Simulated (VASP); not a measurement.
Input of a VASP 6.6.1 run:

The input POSCAR:

```
MgO
1.0
    0.0000000000      2.1351500000      2.1351500000
    2.1351500000      0.0000000000      2.1351500000
    2.1351500000      2.1351500000      0.0000000000
Mg O
1 1
Direct
    0.0000000000      0.0000000000      0.0000000000
    0.5000000000      0.5000000000      0.5000000000
```

Contents of INCAR.step1:

```
SYSTEM = MgO
ALGO = Normal
EDIFF = 1E-4
ENCUT = 520
GGA = PE
ISMEAR = -1
LASPH = .True.
LCHARG = .False.
LREAL = .False.
LWAVE = .True.
NBANDS = 11
NELM = 60
PREC = Accurate
SIGMA = 0.01
```

INCAR.step2

```
SYSTEM = MgO
ALGO = Normal
EDIFF = 1E-8
ENCUT = 520
ISIF = 2
ISMEAR = -1
ISTART = 1
LASPH = .True.
LCHARG = .False.
LEFG = .True.
LMIXTAU = .True.
LREAL = .False.
LWAVE = .False.
METAGGA = R2SCAN
NBANDS = 11
NELM = 60
PREC = Accurate
SIGMA = 0.01
```

Contents of KPOINTS:

```
k-points
0
Gamma
  11 11 11
  0 0 0
```

Potentials or basis: VASP PAW PBE potentials, release 64 (Mg, O).

Command:

```sh
$ cat potpaw_PBE.64/Mg/POTCAR potpaw_PBE.64/O/POTCAR > POTCAR
$ cp INCAR.step1 INCAR
$ mpirun -np 1 vasp_std > vasp.out
$ cp INCAR.step2 INCAR
$ mpirun -np 1 vasp_std > vasp.out
```

Question: Predict the pressure.

Answer: -8.2 GPa.

Question: What does it give for the band gap on the k mesh?

Answer: 5.20 eV, direct.

Caveat: without QUAD_EFG the Cq values of the log hold for a quadrupole moment of 1 mb, not for the nuclei; the PAW data sets were made with another functional, which shifts forces and pressure a little. r2SCAN opens gaps a little over a GGA but as a rule still falls short of measured ones.
